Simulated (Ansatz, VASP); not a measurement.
**KF: VASP beside Ansatz**

```
CELL_PARAMETERS angstrom
0.08624 2.71024 2.71024
2.71024 0.08624 2.71024
2.71024 2.71024 0.08624
ATOMIC_POSITIONS crystal
K 0.00000 0.00000 0.00000
F 0.50000 0.50000 0.50000
```

Alike in both runs: task single point; functional PBE; k mesh 8 × 8 × 8; occupations gaussian, width 0.05 eV; no spin polarisation.

|  | VASP | Ansatz |
| --- | --- | --- |
| version | VASP 6.6.1 | Ansatz 0.2.0 |
| potentials or method | VASP PAW PBE potentials, release 64 (K_sv, F), cutoff 520 eV | scalar-relativistic, plane waves, PAW |
| valence electrons in the cell | 16 | 16 |

VASP gave:

- gap on the k mesh at the Fermi level (eV): 6.17
- least direct gap on the mesh (eV): 6.17
- pressure (GPa): 1.6
- traceless stress, the component that is largest in VASP (GPa): -0.46

Q: Estimate Ansatz's values.

A: gap on the k mesh at the Fermi level (eV): 6.19; least direct gap on the mesh (eV): 6.19; pressure (GPa): 1.6; traceless stress, the component that is largest in VASP (GPa): -0.47.

The functional is the same, so the differences come from potentials, cutoffs and numerics.
